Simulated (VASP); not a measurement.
# Nb (P6_3/mmc) in VASP: a series of runs

Runs on Nb. Level: PBEsol. Tasks: single point.

Everything below comes from runs of VASP 6.6.1. Logs are shortened: lines on timing, memory, paths and dates and some standing lists are left out, and cuts for length are marked.

### 1 The cell of the first run

It takes space group P6_3/mmc (No. 194, hexagonal). Conventional cell: a = 2.752 Å, b = 2.752 Å, c = 10.123 Å, α = 90.00°, β = 90.00°, γ = 120.00°. Nb (site symmetry -3m) has 12 Nb at 2.75 to 2.99 Å within 3.6 Å. Within 3.6 Å of Nb (site symmetry -6m2) lie 12 Nb at 2.75 to 2.99 Å.

This isn't the form of Nb at room conditions, which is bcc.

### 2 Single point, PBEsol (16.60 Å³/atom)

Input file INCAR:

```
  PREC = Accurate
  ENCUT = 520
  EDIFF = 1E-7
  ISMEAR = -1
  SIGMA = 0.1
  LREAL = F
  LASPH = T
  NELM = 100
  ALGO = Normal
  ISIF = 2
  LWAVE = F
  LCHARG = F
  GGA = PS
  NBANDS = 34
```

Input file KPOINTS:

```
regular mesh
0
Gamma
  14 14 4
```

Input file POSCAR:

```
Nb
1.0
    2.7518969230      0.0000000000      0.0000000000
   -1.3759484615      2.3832126439      0.0000000000
    0.0000000000      0.0000000000     10.1234788732
Nb
4
Direct
    0.0000000000      1.0000000000      1.0000000000
    0.0000000000      1.0000000000      0.5000000000
    0.3333333333      0.6666666667      0.2500000000
    0.6666666667      0.3333333333      0.7500000000
```

Potentials or basis: VASP PAW PBE potentials, release 64 (Nb_sv).

Run with:

```
$ cat potpaw_PBE.64/Nb_sv/POTCAR > POTCAR
$ mpirun -np 1 vasp_std > vasp.out
```

OUTCAR:

```text
PREC = Accurate
   ENCUT = 520
   EDIFF = 1E-7
   ISMEAR = -1
   LREAL = F
   LASPH = T
   NELM = 100
   ISIF = 2
   GGA = PS

 ion  position               nearest neighbor table
   1  0.000  0.000  0.000-   3 2.99   4 2.99   3 2.99   4 2.99   4 2.99   3 2.99
   2  0.000  0.000  0.500-   3 2.99   4 2.99   3 2.99   4 2.99   4 2.99   3 2.99
   3  0.333  0.667  0.250-   1 2.99   2 2.99   1 2.99   2 2.99   1 2.99   2 2.99
   4  0.667  0.333  0.750-   1 2.99   2 2.99   1 2.99   2 2.99   1 2.99   2 2.99

  LATTYP: Found a hexagonal cell.
 ALAT       =     2.7518969230
 C/A-ratio  =     3.6787274947

  Lattice vectors:

 A1 = (   2.7518969230,   0.0000000000,   0.0000000000)
 A2 = (  -1.3759484615,   2.3832126439,   0.0000000000)
 A3 = (   0.0000000000,   0.0000000000,  10.1234788732)

Analysis of symmetry for initial positions (statically):
=====================================================================
 Subroutine PRICEL returns:
 Original cell was already a primitive cell.

 Routine SETGRP: Setting up the symmetry group for a
 hexagonal supercell.

 Subroutine GETGRP returns: Found 24 space group operations
 (whereof 12 operations were pure point group operations)
 out of a pool of 24 trial point group operations.

The static configuration has the point symmetry D_3d.
 The point group associated with its full space group is D_6h.

Analysis of symmetry for dynamics (positions and initial velocities):
=====================================================================
 Subroutine PRICEL returns:
 Original cell was already a primitive cell.

 Routine SETGRP: Setting up the symmetry group for a
 hexagonal supercell.

 Subroutine GETGRP returns: Found 24 space group operations
 (whereof 12 operations were pure point group operations)
 out of a pool of 24 trial point group operations.

The dynamic configuration has the point symmetry D_3d.
 The point group associated with its full space group is D_6h.

 Subroutine INISYM returns: Found 24 space group operations
 (whereof 12 operations are pure point group operations),
 and found     1 'primitive' translations

----------------------------------------------------------------------------------------

                                     Primitive cell

  volume of cell :      66.3934

  direct lattice vectors                    reciprocal lattice vectors
     2.751896923  0.000000000  0.000000000     0.363385704  0.209800834  0.000000000
    -1.375948461  2.383212644  0.000000000     0.000000000  0.419601668  0.000000000
     0.000000000  0.000000000 10.123478873     0.000000000  0.000000000  0.098780272

  length of vectors
     2.751896923  2.751896923 10.123478873     0.419601668  0.419601668  0.098780272

  position of ions in fractional coordinates (direct lattice)
     0.000000000  0.000000000  0.000000000
     0.000000000  0.000000000  0.500000000
     0.333333333  0.666666667  0.250000000
     0.666666667  0.333333333  0.750000000

  ion indices of the primitive-cell ions
   primitive index   ion index
                 1           1
                 2           2
                 3           3
                 4           4

----------------------------------------------------------------------------------------

 KPOINTS: regular mesh

Automatic generation of k-mesh.
 Grid dimensions read from file:
 generate k-points for:   14   14    4

 Generating k-lattice:

  Cartesian coordinates                     Fractional coordinates (reciprocal lattice)
     0.025956122  0.014985774  0.000000000     0.071428571 -0.000000000  0.000000000
     0.000000000  0.029971548  0.000000000     0.000000000  0.071428571  0.000000000
     0.000000000  0.000000000  0.024695068     0.000000000  0.000000000  0.250000000

  Length of vectors
     0.029971548  0.029971548  0.024695068

  Shift w.r.t. Gamma in fractional coordinates (k-lattice)
     0.000000000  0.000000000  0.000000000

 Subroutine IBZKPT returns following result:
 ===========================================

 Found     72 irreducible k-points:

 Following reciprocal coordinates:
            Coordinates               Weight
  0.000000  0.000000  0.000000      1.000000
  0.071429 -0.000000  0.000000      6.000000
  0.142857 -0.000000  0.000000      6.000000
  0.214286 -0.000000  0.000000      6.000000
  0.285714  0.000000  0.000000      6.000000
  0.357143 -0.000000  0.000000      6.000000
[... 16 lines left out ...]
  0.285714  0.285714  0.000000      6.000000
  0.357143  0.285714  0.000000      6.000000
 [... further k-points ...]
   k-points           NKPTS =     72   k-points in BZ     NKDIM =     72   number of bands    NBANDS=     34
   number of dos      NEDOS =    301   number of ions     NIONS =      4
   total plane-waves  NPLWV =  32000
   dimension x,y,z NGX =    20 NGY =   20 NGZ =   80
   dimension x,y,z NGXF=    40 NGYF=   40 NGZF=  160
   ions per type =               4
   NGX,Y,Z   is equivalent  to a cutoff of  12.08, 12.08, 13.14 a.u.
   NGXF,Y,Z  is equivalent  to a cutoff of  24.16, 24.16, 26.27 a.u.
 SYSTEM =  unknown system
   PREC   = accura    normal or accurate (medium, high low for compatibility)
   ISTART =      0    job   : 0-new  1-cont  2-samecut
   ICHARG =      2    charge: 1-file 2-atom 10-const
   ISPIN  =      1    spin polarized calculation?
   LNONCOLLINEAR =      F non collinear calculations
   LSORBIT =      F    spin-orbit coupling
   LASPH  =      T    aspherical Exc in radial PAW
   ENCUT  =  520.0 eV  38.22 Ry    6.18 a.u.   5.12  5.12 18.82*2*pi/ulx,y,z
   NELM   =    100;   NELMIN=  2; NELMDL= -5     # of ELM steps
   EDIFF  = 0.1E-06   stopping-criterion for ELM
   LREAL  =      F    real-space projection
   EDIFFG = 0.1E-05   stopping-criterion for IOM
   NSW    =      0    number of steps for IOM
   IBRION =     -1    ionic relax: 0-MD 1-quasi-New 2-CG
   NFREE  =      0    steps in history (QN), initial steepest desc. (CG)
   ISIF   =      2    stress and relaxation
   ISYM   =      2    0-nonsym 1-usesym 2-fastsym
   POTIM  = 0.5000    time-step for ionic-motion
   TEBEG  =    0.0;   TEEND  =   0.0 temperature during run
   PSTRESS=    0.0 pullay stress
   NELECT =      52.0000    total number of electrons
   NUPDOWN=      -1.0000    fix difference up-down
   EMIN   =  10.00;   EMAX   =-10.00  energy-range for DOS
   EFERMI =   0.00;   METHOD = LEGACY
   ISMEAR =    -1;   SIGMA  =   0.10  broadening in eV -4-tet -1-fermi 0-gaus
   EFERMI_NEDOS =   21; number of points for ismear=-14 and -15
   IALGO  =     38    algorithm
   IMIX   =      4    mixing-type and parameters
     AMIX     =   0.40;   BMIX     =  1.00
     AMIX_MAG =   1.60;   BMIX_MAG =  1.00
  volume/ion in A,a.u.               =      16.60       112.01
  Fermi-wavevector in a.u.,A,eV,Ry     =   1.509041  2.851674 30.983251  2.277205
  Thomas-Fermi vector in A             =   2.619416
   LORBIT       =      0    0 simple, 1 ext, 2 COOP (PROOUT), +10 PAW based schemes
   GGA     = PS    functional components
   LHFCALC =     F    Hartree Fock is set to
   AEXX    =    0.0000 exact exchange contribution
   IVDW    =     0    specifies the selected vdW correction
   LEPSILON=     F    determine dielectric tensor
   LRPA    =     F    only Hartree local field effects (RPA)
 non-spin polarized calculation
  energy-cutoff  :      520.00
  volume of cell :       66.39
 maximum number of plane-waves:      1808
   NGX = 11   NGY = 11   NGZ = 37

 number of electron      51.9999998 magnetization

 Free energy of the ion-electron system (eV)
  ---------------------------------------------------
  ext. energy  EPLUGINS =         0.00000000
  ---------------------------------------------------
  free energy    TOTEN  =       -42.39966138 eV

  energy without entropy =      -42.23960747  energy(sigma->0) =      -42.31963442

 E-fermi :  12.5892     XC(G=0): -13.0422

 val. band max:       12.5876518232   @ k =   0.0714  -0.0000   0.0000
 cond. band min:      12.5963994704   @ k =   0.4286   0.1429   0.0000
 fundamental gap:      0.0087476472
 Fermi energy:        12.5891703055

 k-point     1 :       0.0000    0.0000    0.0000
  band No.  band energies     occupation
      1     -41.9642      2.00000
      2     -41.8776      2.00000
      3     -41.8535      2.00000
      4     -41.7647      2.00000
      5     -18.6685      2.00000
      6     -18.0311      2.00000
[... 26 lines left out ...]
     33      15.7265      0.00000
     34      15.7275      0.00000

 k-point     2 :       0.0714   -0.0000    0.0000
  band No.  band energies     occupation
      1     -41.9464      2.00000
      2     -41.8618      2.00000
      3     -41.8377      2.00000
      4     -41.7510      2.00000
      5     -18.6394      2.00000
      6     -18.0213      2.00000
[... 26 lines left out ...]
     33      15.3332      0.00000
     34      15.5120      0.00000

 k-point     3 :       0.1429   -0.0000    0.0000
  band No.  band energies     occupation
      1     -41.8958      2.00000
      2     -41.8172      2.00000
      3     -41.7931      2.00000
      4     -41.7127      2.00000
      5     -18.5557      2.00000
      6     -18.0028      2.00000
[... 26 lines left out ...]
     33      14.5190      0.00000
     34      15.0631      0.00000
[... 704 lines left out ...]
 k-point    23 :       0.2857    0.2857    0.0000
  band No.  band energies     occupation
      1     -41.5287      2.00000
      2     -41.5186      2.00000
      3     -41.4946      2.00000
      4     -41.4847      2.00000
      5     -18.5579      2.00000
      6     -18.5499      2.00000
[... 26 lines left out ...]
     33      15.6853      0.00000
     34      17.1960      0.00000

 k-point    24 :       0.3571    0.2857    0.0000
  band No.  band energies     occupation
      1     -41.5107      2.00000
      2     -41.5081      2.00000
      3     -41.4841      2.00000
      4     -41.4817      2.00000
      5     -18.5300      2.00000
      6     -18.4961      2.00000
[... 26 lines left out ...]
     33      16.2473      0.00000
     34      16.8324      0.00000

 [... further k-points ...]

------------------------ aborting loop because EDIFF is reached ----------------------------------------

  FORCE on cell =-STRESS in cart. coord.  units (eV):
  Direction    XX          YY          ZZ          XY          YZ          ZX
  --------------------------------------------------------------------------------------
  -------------------------------------------------------------------------------------
  Total        7.1188520      7.1188520      6.4326316      0.0000000      0.0000000      0.0000000
  in kB      171.7891818    171.7891818    155.2295950      0.0000000      0.0000000      0.0000000
  external PRESSURE =     166.2693196 kB  Pullay stress =       0.0000000 kB

 VOLUME and BASIS-vectors are now :
 -----------------------------------------------------------------------------
  energy-cutoff  :      520.00
  volume of cell :       66.39
      direct lattice vectors                 reciprocal lattice vectors
     2.751896923  0.000000000  0.000000000     0.363385704  0.209800834  0.000000000
    -1.375948461  2.383212644  0.000000000     0.000000000  0.419601668  0.000000000
     0.000000000  0.000000000 10.123478873     0.000000000  0.000000000  0.098780272

 POSITION                                       TOTAL-FORCE (eV/Angst)
 -----------------------------------------------------------------------------------
      0.00000      0.00000      0.00000        -0.000000      0.000000      0.000000
      0.00000      0.00000      5.06174        -0.000000      0.000000      0.000000
     -0.00000      1.58881      2.53087        -0.000000      0.000000     -0.000000
      1.37595      0.79440      7.59261         0.000000      0.000000      0.000000
 -----------------------------------------------------------------------------------
    total drift:                                0.000000     -0.000000      0.000000

  FREE ENERGIE OF THE ION-ELECTRON SYSTEM (eV)
  ---------------------------------------------------
  free  energy   TOTEN  =       -42.3996613786 eV

  energy  without entropy=      -42.2396074707  energy(sigma->0) =      -42.31963442
```

It took 70 s on 1 thread of Intel Xeon 6975P-C (Granite Rapids), shared host; peak memory 0.24 GiB.

What came out:

| Quantity | Value |
| --- | --- |
| Free energy | -42.3997 eV |
| Pressure | 16.6 GPa |
| Band gap on the k mesh | zero (bands 26 and 27 overlap by 1.82 eV) |

Caveat: the cell stands under pressure; the PAW data sets were made with another functional, which shifts forces and pressure a little.

### 3 Single point, PBEsol (17.32 Å³/atom)

This run uses another cell than the first one, of 17.32 Å³/atom.

Input file INCAR:

```
SYSTEM = Nb
PREC = Accurate
ENCUT = 520
EDIFF = 1E-6
ISMEAR = -1
SIGMA = 0.1
LREAL = .False.
LASPH = .True.
NELM = 100
ALGO = Normal
ISIF = 2
LWAVE = .False.
LCHARG = .False.
GGA = PS
NBANDS = 34
```

Input file KPOINTS:

```
Automatic mesh
0
Gamma
  14 14 4
  0 0 0
```

Input file POSCAR:

```
Nb
1.0
    2.7912150483      0.0000000000      0.0000000000
   -1.3956075242      2.4172631393      0.0000000000
    0.0000000000      0.0000000000     10.2681195417
Nb
4
Direct
    0.0000000000      1.0000000000      1.0000000000
    0.0000000000      1.0000000000      0.5000000000
    0.3333333333      0.6666666667      0.2500000000
    0.6666666667      0.3333333333      0.7500000000
```

Potentials or basis: VASP PAW PBE potentials, release 64 (Nb_sv).

Run with:

```
$ cat potpaw_PBE.64/Nb_sv/POTCAR > POTCAR
$ mpirun -np 1 vasp_std > vasp.out
```

It took 70 s on 1 thread of Intel Xeon 6975P-C (Granite Rapids), shared host; peak memory 0.26 GiB.

The run converged. Its results:

```
Free energy            : -42.6165 eV
Pressure               : 7.4 GPa
Band gap on the k mesh : zero (bands 26 and 27 overlap by 1.75 eV)
```

Stress tensor (GPa, compression positive):
```
7.76 0.00 0.00
0.00 7.76 0.00
0.00 0.00 6.77
```

Levels at points of the mesh, in eV from the Fermi level:
```tsv
k point	band 24	band 25	band 26	band 27	band 28	band 29
(0.00, 0.00, 0.00)	0.24	0.24	0.37	0.37	0.56	0.56
(0.50, 0.00, 0.00)	-1.42	0.13	0.43	0.79	2.39	2.41
(0.00, 0.00, 0.50)	-0.31	0.32	0.32	0.32	0.32	0.60
(0.50, 0.00, 0.50)	-1.59	1.15	1.15	1.21	1.21	1.69
```

Caveat: the cell stands under pressure; the PAW data sets were made with another functional, which shifts forces and pressure a little.

[end of part 1 of 2]
